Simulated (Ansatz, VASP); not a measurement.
Two plane-wave programs on LiF

```xyz
4
Lattice="2.9533 0.0000 0.0000 -1.4767 2.5577 0.0000 0.0000 0.0000 4.9043" Properties=species:S:1:pos:R:3 pbc="T T T"
Li    0.0000    1.7051    1.7914
Li    1.4767    0.8526    4.2435
F     0.0000    1.7051    4.8603
F     1.4767    0.8526    2.4081
```

Alike in both runs: task single point; functional LDA; k mesh 9 × 9 × 6; occupations gaussian, width 0.05 eV; no spin polarisation.

```csv
,VASP,Ansatz
version,VASP 6.6.1,Ansatz 0.2.0
potentials or method,"VASP PAW LDA potentials, release 64 (Li_sv, F), cutoff 520 eV","scalar-relativistic, plane waves, PAW"
valence electrons in the cell,20,20
```

VASP gave:

```
gap on the k mesh at the Fermi level (eV) : 7.95
least direct gap on the mesh (eV)         : 7.95
rms of the force components (eV/Å)        : 0.005
```

Estimate Ansatz's values.

gap on the k mesh at the Fermi level (eV): 7.97; least direct gap on the mesh (eV): 7.97; rms of the force components (eV/Å): 0.004.

LDA's correlation is that of Perdew and Zunger in VASP and of Perdew and Wang (1992) in Ansatz. Atom by atom the forces differ by 0.001 eV/Å (rms over components).

Noted on VASP's run: the cutoff is under 1.25 times that of the potentials, so the pressure is a little rough.
